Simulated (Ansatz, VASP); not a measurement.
## Two plane-wave programs on Ir2Pt

```xyz
3
Lattice="0.0000 2.9787 2.9787 2.9787 0.0000 2.9787 2.9787 2.9787 0.0000" Properties=species:S:1:pos:R:3 pbc="T T T"
Ir    1.4893    1.4893    1.4893
Ir    4.4680    4.4680    4.4680
Pt    0.0000    0.0000    0.0000
```

Change from the starting cell: species swapped into the Ga2Pt type (Fm-3m, No. 225).

Alike in both runs: functional PBE; k mesh 6 × 6 × 6; occupations gaussian, width 0.1 eV; no spin polarisation.

Ansatz relaxed the structure, and its values are those at the end. VASP's run is a single point on that final structure, the one shown.

|  | VASP | Ansatz |
| --- | --- | --- |
| version | VASP 6.6.1 | Ansatz 0.2.0 |
| potentials or method | VASP PAW PBE potentials, release 64 (Ir, Pt), cutoff 500 eV | scalar-relativistic, plane waves, PAW |
| valence electrons in the cell | 28 | 52 |

|  | VASP | Ansatz | Ansatz less VASP |
| --- | --- | --- | --- |
| gap on the k mesh at the Fermi level (eV) | none | none | - |
| pressure (GPa) | -0.3 | 0.0 | +0.28 |

A gap of «none» marks a metal or a gap that the smearing closes. The functional is the same, so the differences come from potentials, cutoffs and numerics. VASP's potentials hold 28 valence electrons a cell and Ansatz's 52, so a difference there can come from the potentials and not from the codes.

Neither program's run includes spin-orbit coupling.
